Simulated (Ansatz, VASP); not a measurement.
## One calculation of V, two programs

```
CELL_PARAMETERS angstrom
2.58682 0.00000 0.00000
-1.29341 2.24025 0.00000
0.00000 0.00000 4.69163
ATOMIC_POSITIONS crystal
V 0.33333 0.66667 0.25000
V 0.66667 0.33333 0.75000
```

Alike in both runs: task single point; functional LDA; k mesh 12 × 12 × 6; occupations fermi-dirac, width 0.05 eV; collinear spin.

```csv
,VASP,Ansatz
version,VASP 6.6.1,Ansatz 0.2.0
potentials or method,"VASP PAW LDA potentials, release 64 (V_sv)",Ansatz PAW
plane-wave cutoff (eV),520,420
valence electrons in the cell,26,26
```

```csv
,VASP,Ansatz,Ansatz less VASP
gap on the k mesh at the Fermi level (eV),none,none,-
pressure (GPa),-9.4,-9.8,-0.40
"traceless stress, the component that is largest in VASP (GPa)",1.14,1.16,+0.025
net moment per atom (μB),0.00,0.00,0.000
```

LDA's correlation is that of Perdew and Zunger in VASP and of Perdew and Wang (1992) in Ansatz. A gap of «none» marks a metal or a gap that the smearing closes.
